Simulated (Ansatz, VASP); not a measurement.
ZnO in VASP and in Ansatz

Contents of POSCAR:

```
ZnO
1.0
    0.0000000000      2.1337703831      2.1337703831
    2.1337703831      0.0000000000      2.1337703831
    2.1337703831      2.1337703831      0.0000000000
Zn O
1 1
Direct
    0.0000000000      0.0000000000      0.0000000000
    0.5000000000      0.5000000000      0.5000000000
```

File INCAR.step1:

```
PREC = Accurate
ENCUT = 520
EDIFF = 1E-5
ISMEAR = 0
SIGMA = 0.01
LREAL = False
LASPH = True
NELM = 60
ALGO = Normal
ISIF = 2
LWAVE = True
LCHARG = False
GGA = PE
NBANDS = 16
```

The input INCAR.step2:

```
PREC = Accurate
ENCUT = 520
EDIFF = 1E-6
ISMEAR = 0
SIGMA = 0.01
LREAL = False
LASPH = True
NELM = 60
ALGO = Normal
ISIF = 2
LWAVE = False
LCHARG = False
GGA = PE
LHFCALC = True
AEXX = 0.5
HFSCREEN = 0.5
PRECFOCK = Normal
ISTART = 1
NBANDS = 16
```

KPOINTS

```
Automatic mesh
0
Gamma
  4 4 4
```

Input for Ansatz:

```yaml
crystal:
  lattice:
    - [0.0, 2.1337703831, 2.1337703831]
    - [2.1337703831, 0.0, 2.1337703831]
    - [2.1337703831, 2.1337703831, 0.0]
  atoms:
    - { symbol: Zn, position: [0.0, 0.0, 0.0] }
    - { symbol: O, position: [0.5, 0.5, 0.5] }
kpoints:
  mp_grid: { grid: [4, 4, 4] }
hamiltonian:
  xc: { exchange: pbe, correlation: pbe, exx: { coeff: 0.5, omega: 0.5 } }
scf:
  occupations: { method: fixed }
  n_extra_bands: 4
output:
  forces: true
  stress: true
  eigenvalues: true
```

Alike in both runs: task single point; functional PBE-based screened hybrid; k mesh 4 × 4 × 4; no spin polarisation.

```csv
,VASP,Ansatz
version,VASP 6.6.1,Ansatz 0.2.0
potentials or method,"VASP PAW PBE potentials, release 64 (Zn, O)",plane waves
plane-wave cutoff (eV),520,420
occupations,"gaussian, width 0.01 eV",fixed
valence electrons in the cell,18,18
```

```csv
,VASP,Ansatz,Ansatz less VASP
gap on the k mesh at the Fermi level (eV),3.29,3.37,+0.089
pressure (GPa),-1.1,-2.8,-1.73
```

VASP's potentials were made for PBE, not for PBE-based screened hybrid. Ansatz's warnings: stress exchange threshold loose, stress scf threshold loose.

The k mesh is coarse, so the values compare programs but aren't converged.
